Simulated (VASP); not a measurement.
Wanted: the native input for a VASP 6.6.1 run.

```
Task                   : single point
Functional             : PBEsol
Potentials or basis    : VASP PAW PBE potentials, release 64 (Cd)
Cutoff                 : 500 eV
k mesh                 : 18 × 18 × 8
Occupations            : fermi-dirac, width 0.1 eV
Spin                   : no spin polarisation
Dipole correction      : no
Further INCAR settings : ALGO = Normal; EDIFF = 1e-06; NBANDS = 19
```

The structure of Cd lies in POSCAR:

```
Cd
1.0
    2.9007026480      0.0000000000      0.0000000000
   -1.4503513240      2.5120821820      0.0000000000
    0.0000000000      0.0000000000      5.0685441011
Cd
2
Direct
    0.3333333333      0.6666666667      0.2500000000
    0.6666666667      0.3333333333      0.7500000000
```

These files were run (other wordings do the same):

INCAR

```
PREC = Accurate
ENCUT = 500
EDIFF = 1E-6
ISMEAR = -1
SIGMA = 0.1
LREAL = False
LASPH = True
NELM = 120
ALGO = Normal
ISIF = 2
LWAVE = False
LCHARG = True
GGA = PS
LELF = True
LVHAR = True
NBANDS = 19
GGA_COMPAT = False
```

KPOINTS

```
regular mesh
0
Gamma
  18 18 8
```

Potentials or basis: VASP PAW PBE potentials, release 64 (Cd).

Command:

```sh
$ cat potpaw_PBE.64/Cd/POTCAR > POTCAR
$ mpirun -np 1 vasp_std > vasp.out
```

It gave:

The pressure is 10.7 GPa. The band gap on the k mesh is zero (bands 12 and 13 overlap by 3.47 eV).

Caveat: the cell stands under pressure; the PAW data sets were made with another functional, which shifts forces and pressure a little.

Run time: 43 s on 1 thread of Intel(R) Xeon(R) 6975P-C (Granite Rapids), with other jobs on the host, peak memory 0.22 GiB.
